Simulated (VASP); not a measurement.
# Zr8B15 (a cell with a defect) in VASP: single point with PBE

Aim: the single point of Zr8B15 (a cell with a defect) with PBE.

All numbers are computed with VASP 6.6.1; they aren't measurements. Logs are shortened: lines on timing, memory, paths and dates and some standing lists are left out, and cuts for length are marked.

## Step 1: The cell of the first run

The cell holds a defect, 23 atoms: a = 6.390 Å, b = 6.390 Å, c = 7.122 Å, α = 90.00°, β = 90.00°, γ = 60.00°.

## Step 2: Single point, PBE

The input, INCAR:

```
SYSTEM = Zr8B15
  PREC = Accurate
  ENCUT = 520
  EDIFF = 1E-7
  ISMEAR = 1
  SIGMA = 0.15
  LREAL = Auto
  LASPH = .TRUE.
  NELM = 80
  ALGO = Normal
  ISIF = 2
  LWAVE = .FALSE.
  LCHARG = .TRUE.
  GGA = PE
  LELF = .TRUE.
  LVHAR = .TRUE.
  NBANDS = 88
```

The input, KPOINTS:

```
Automatic mesh
0
G
  3 3 2
  0 0 0
```

The input, POSCAR:

```
Zr8B15
1.0
    3.1949820000      5.5338680000      0.0000000000
   -3.1949820000      5.5338680000      0.0000000000
    0.0000000000      0.0000000000      7.1216840000
Zr B
8 15
Direct
   -0.0011952751      0.0014247710     -0.0028372503
   -0.0011302339      0.0013740055      0.5024984259
   -0.0000514558      0.5008508967     -0.0037538874
   -0.0000010760      0.5007851569      0.5034458142
    0.4982374601      0.0025473436     -0.0037210300
    0.4982868370      0.0025050142      0.5034097272
    0.4982505416      0.5008652668     -0.0037109201
    0.4982601386      0.5007653170      0.5034150631
    0.1652704298      0.1679249048      0.2498306580
    0.3321399883      0.3348157468      0.2498336068
    0.1641791828      0.1667441425      0.7498473676
    0.3321535000      0.3347341092      0.7498358534
    0.1653418868      0.6684517635      0.2498640771
    0.3323393260      0.8346614048      0.2498628133
    0.1641671145      0.6707064315      0.7498615496
    0.3178574809      0.8419058167      0.7499316173
    0.6658484297      0.1679867829      0.2498725021
    0.8320895061      0.3349139352      0.2498482101
    0.6680918757      0.1667842001      0.7498423126
    0.8392665225      0.3204664166      0.7498296751
    0.6654954709      0.6680269406      0.2498166164
    0.8320562342      0.8346584398      0.2498642175
    0.8392105856      0.8419605229      0.7497935881
```

Potentials or basis: VASP PAW PBE potentials, release 64 (Zr_sv, B).

Launch:

```sh
> cat potpaw_PBE.64/Zr_sv/POTCAR potpaw_PBE.64/B/POTCAR > POTCAR
> mpirun -np 1 vasp_std > vasp.out
```

OUTCAR:

```text
SYSTEM = Zr8B15
   PREC = Accurate
   ENCUT = 520
   EDIFF = 1E-7
   ISMEAR = 1
   LREAL = Auto
   LASPH = .TRUE.
   NELM = 80
   ISIF = 2
   GGA = PE

 ion  position               nearest neighbor table
   1  0.999  0.001  0.997-  16 2.49  20 2.49  23 2.49  11 2.54  15 2.54  19 2.54   9 2.58  17 2.58
                            13 2.58  18 2.58  22 2.58  14 2.58   5 3.19   7 3.19   3 3.19   3 3.20
   2  0.999  0.001  0.502-  23 2.49  20 2.49  16 2.49  11 2.54  15 2.54  19 2.54  13 2.58   9 2.58
                            17 2.58  14 2.58  22 2.58  18 2.58   4 3.19   6 3.19   8 3.19   8 3.19
   3  1.000  0.501  0.996-  12 2.54  15 2.55  11 2.55  10 2.58  20 2.58  23 2.58   9 2.58  13 2.58
                            18 2.58  22 2.58  21 2.59   5 3.18   7 3.18   1 3.19   1 3.20   7 3.21
   4  1.000  0.501  0.503-  12 2.54  11 2.55  15 2.55  10 2.58  20 2.58  23 2.58   9 2.58  13 2.58
                            18 2.58  22 2.58  21 2.59   8 3.18   6 3.18   2 3.19   2 3.20   6 3.21
   5  0.498  0.003  0.996-  12 2.54  11 2.55  19 2.55  10 2.58  16 2.58  23 2.58   9 2.58  17 2.58
                            14 2.58  22 2.58  21 2.59   3 3.18   7 3.18   1 3.19   1 3.20   7 3.21
   6  0.498  0.003  0.503-  12 2.54  19 2.55  11 2.55  23 2.58  10 2.58  16 2.58  17 2.58   9 2.58
                            22 2.58  14 2.58  21 2.59   8 3.18   4 3.18   2 3.19   2 3.20   4 3.21
   7  0.498  0.501  0.996-  12 2.54  15 2.55  19 2.55  10 2.58  16 2.58  20 2.58  17 2.58  13 2.58
                            14 2.58  18 2.58  21 2.59   3 3.18   5 3.18   1 3.19   1 3.20   5 3.21
   8  0.498  0.501  0.503-  12 2.54  19 2.55  15 2.55  10 2.58  20 2.58  16 2.58  17 2.58  13 2.58
                            18 2.58  14 2.58  21 2.59   6 3.18   4 3.18   2 3.19   2 3.19   4 3.21
   9  0.165  0.168  0.250-  18 1.84  14 1.84  10 1.85   2 2.58   1 2.58   4 2.58   5 2.58   3 2.58
[... 23 lines left out ...]
  21  0.665  0.668  0.250-  18 1.84  14 1.84  22 1.84   7 2.59   3 2.59   5 2.59   6 2.59   8 2.59
                             4 2.59
  22  0.832  0.835  0.250-  21 1.84  13 1.84  17 1.84   2 2.58   1 2.58   6 2.58   5 2.58   3 2.58
                             4 2.58
  23  0.839  0.842  0.750-  19 1.80  15 1.80   2 2.49   1 2.49   6 2.58   5 2.58   4 2.58   3 2.58

  LATTYP: Found a hexagonal cell.
 ALAT       =     6.3899612692
 C/A-ratio  =     1.1145112936

  Lattice vectors:

 A1 = (   3.1949820000,  -5.5338680000,   0.0000000000)
 A2 = (   3.1949820000,   5.5338680000,   0.0000000000)
 A3 = (   0.0000000000,   0.0000000000,   7.1216840000)

Analysis of symmetry for initial positions (statically):
=====================================================================
 Subroutine PRICEL returns:
 Original cell was already a primitive cell.

 Routine SETGRP: Setting up the symmetry group for a
 hexagonal supercell.

 Subroutine GETGRP returns: Found  1 space group operations
 (whereof  1 operations were pure point group operations)
 out of a pool of 24 trial point group operations.

The static configuration has the point symmetry C_1 .

[... 153 lines left out ...]
   EFERMI =   0.00;   METHOD = LEGACY
   ISMEAR =     1;   SIGMA  =   0.15  broadening in eV -4-tet -1-fermi 0-gaus
   EFERMI_NEDOS =   21; number of points for ismear=-14 and -15
   IALGO  =     38    algorithm
   IMIX   =      4    mixing-type and parameters
     AMIX     =   0.40;   BMIX     =  1.00
     AMIX_MAG =   1.60;   BMIX_MAG =  1.00
  volume/ion in A,a.u.               =      10.95        73.89
  Fermi-wavevector in a.u.,A,eV,Ry     =   1.349308  2.549823 24.771219  1.820633
  Thomas-Fermi vector in A             =   2.476906
   LORBIT       =      0    0 simple, 1 ext, 2 COOP (PROOUT), +10 PAW based schemes
   GGA     = PE    functional components
   LHFCALC =     F    Hartree Fock is set to
   AEXX    =    0.0000 exact exchange contribution
   IVDW    =     0    specifies the selected vdW correction
   LEPSILON=     F    determine dielectric tensor
   LRPA    =     F    only Hartree local field effects (RPA)
 non-spin polarized calculation
 Methfessel and Paxton  Order N= 1 SIGMA  =   0.15
  energy-cutoff  :      520.00
  volume of cell :      251.83
 maximum number of plane-waves:      6810
   NGX = 23   NGY = 23   NGZ = 27

 number of electron     141.0000001 magnetization

 Free energy of the ion-electron system (eV)
  ---------------------------------------------------
  ext. energy  EPLUGINS =         0.00000000
  ---------------------------------------------------
  free energy    TOTEN  =      -189.13382591 eV

  energy without entropy =     -189.14786207  energy(sigma->0) =     -189.13850463

 E-fermi :   9.5227     XC(G=0): -12.1830

 val. band max:        9.5105219664   @ k =  -0.3333   0.3333   0.0000
 cond. band min:       9.6869082921   @ k =   0.3333   0.3333   0.5000
 fundamental gap:      0.1763863257
 Fermi energy:         9.5226832343

 k-point     1 :       0.0000    0.0000    0.0000
  band No.  band energies     occupation
      1     -38.7706      2.00000
      2     -38.7538      2.00000
      3     -38.6763      2.00000
      4     -38.6762      2.00000
      5     -38.6610      2.00000
      6     -38.6608      2.00000
[... 839 lines left out ...]
     81      13.4389      0.00000
     82      13.4551      0.00000
 [bands above 82 left out]

------------------------ aborting loop because EDIFF is reached ----------------------------------------

  FORCE on cell =-STRESS in cart. coord.  units (eV):
  Direction    XX          YY          ZZ          XY          YZ          ZX
  --------------------------------------------------------------------------------------
  -------------------------------------------------------------------------------------
  Total       -2.0345596     -2.0285561    -11.9985900     -0.0037449     -0.0028649     -0.0081353
  in kB      -12.9440770    -12.9058825    -76.3362619     -0.0238252     -0.0182269     -0.0517578
  external PRESSURE =     -34.0620738 kB  Pullay stress =       0.0000000 kB

 VOLUME and BASIS-vectors are now :
 -----------------------------------------------------------------------------
  energy-cutoff  :      520.00
  volume of cell :      251.83
      direct lattice vectors                 reciprocal lattice vectors
     3.194982000  5.533868000  0.000000000     0.156495404  0.090352715  0.000000000
    -3.194982000  5.533868000  0.000000000    -0.156495404  0.090352715  0.000000000
     0.000000000  0.000000000  7.121684000     0.000000000  0.000000000  0.140416227

 POSITION                                       TOTAL-FORCE (eV/Angst)
 -----------------------------------------------------------------------------------
      3.18661      5.53514      7.10148        -0.000502     -0.001756     -0.010452
      3.18698      5.53522      3.57863        -0.002076     -0.000685      0.016308
      1.59461      8.30523      7.09495         0.005887      0.005144     -0.034725
      1.59498      8.30514      3.58538         0.001318      0.006072      0.032610
      1.58372      2.77128      7.09518        -0.008210      0.007539     -0.036463
      1.58401      2.77132      3.58512        -0.010011      0.005999      0.037850
[... 15 lines left out ...]
     -0.00831      9.22338      1.77945         0.001427      0.007116     -0.001551
     -0.00879      9.30338      5.33979         0.005803     -0.011288      0.002481
 -----------------------------------------------------------------------------------
    total drift:                                0.002218     -0.002795     -0.000831

  FREE ENERGIE OF THE ION-ELECTRON SYSTEM (eV)
  ---------------------------------------------------
  free  energy   TOTEN  =      -189.1338259082 eV

  energy  without entropy=     -189.1478620680  energy(sigma->0) =     -189.13850463
```

OSZICAR:

```text
N       E                     dE             d eps       ncg     rms          rms(c)
DAV:   1     0.122021850356E+04    0.12202E+04   -0.72200E+04  1760   0.159E+03
DAV:   2    -0.934133607331E+02   -0.13136E+04   -0.12700E+04  2040   0.443E+02
DAV:   3    -0.202981648272E+03   -0.10957E+03   -0.10800E+03  2576   0.107E+02
DAV:   4    -0.210977135704E+03   -0.79955E+01   -0.79769E+01  2640   0.238E+01
DAV:   5    -0.211464420277E+03   -0.48728E+00   -0.48721E+00  2424   0.472E+00    0.550E+01
DAV:   6    -0.189006100414E+03    0.22458E+02   -0.86030E+01  2192   0.244E+01    0.221E+01
DAV:   7    -0.189151780336E+03   -0.14568E+00   -0.11159E+01  2376   0.811E+00    0.805E+00
DAV:   8    -0.189125865153E+03    0.25915E-01   -0.13801E+00  2368   0.370E+00    0.371E+00
DAV:   9    -0.189134636246E+03   -0.87711E-02   -0.17289E-01  2184   0.158E+00    0.555E-01
DAV:  10    -0.189133793024E+03    0.84322E-03   -0.21753E-02  2288   0.449E-01    0.256E-01
DAV:  11    -0.189133810403E+03   -0.17379E-04   -0.20351E-03  2472   0.165E-01    0.860E-02
DAV:  12    -0.189133833658E+03   -0.23255E-04   -0.20456E-04  2360   0.580E-02    0.156E-02
DAV:  13    -0.189133829197E+03    0.44610E-05   -0.15244E-05  2424   0.164E-02    0.853E-03
DAV:  14    -0.189133826439E+03    0.27577E-05   -0.25091E-06  2184   0.804E-03    0.303E-03
DAV:  15    -0.189133825924E+03    0.51492E-06   -0.34398E-07  1656   0.297E-03    0.165E-03
DAV:  16    -0.189133825908E+03    0.16091E-07   -0.57677E-08  1144   0.106E-03
   1 F= -.18913383E+03 E0= -.18913850E+03  d E =0.140362E-01
```

Run time: 15 min. Hardware: 1 thread of Intel Xeon 8259CL, shared host; peak memory 0.43 GiB.

What came out:

```
Free energy            : -189.1338 eV
Pressure               : -3.4 GPa
Largest force          : 0.041 eV/Å
Band gap on the k mesh : zero (an odd number of electrons rules out a gap without spin polarisation)
```

Forces on the atoms (eV/Å):
```
Zr  -0.001 -0.002 -0.010
Zr  -0.002 -0.001  0.016
Zr   0.006  0.005 -0.035
Zr   0.001  0.006  0.033
Zr  -0.008  0.008 -0.036
Zr  -0.010  0.006  0.038
Zr  -0.001 -0.010 -0.039
Zr  -0.004 -0.002  0.037
B    0.004  0.000  0.001
B    0.004 -0.004  0.001
B   -0.001 -0.010  0.000
B    0.000  0.000  0.001
B   -0.005 -0.003 -0.001
B   -0.004 -0.004 -0.001
B   -0.009  0.005 -0.001
B    0.012  0.004 -0.004
B    0.008 -0.007 -0.002
B    0.004 -0.004  0.000
B    0.009  0.004  0.000
B   -0.010  0.008  0.000
B   -0.002  0.005  0.002
B    0.001  0.007 -0.002
B    0.006 -0.011  0.002
```

Levels at points of the mesh, in eV from the Fermi level:
| k point | band 68 | band 69 | band 70 | band 71 | band 72 | band 73 |
| --- | --- | --- | --- | --- | --- | --- |
| (0.00, 0.00, 0.00) | -1.36 | -0.11 | 0.52 | 0.52 | 1.23 | 1.23 |
| (0.00, 0.00, 0.50) | -0.58 | -0.06 | -0.06 | 0.41 | 0.92 | 1.80 |

Caveat: the k points lie up to 0.44 Å⁻¹ apart, too coarse for converged energies and pressures of a metal.
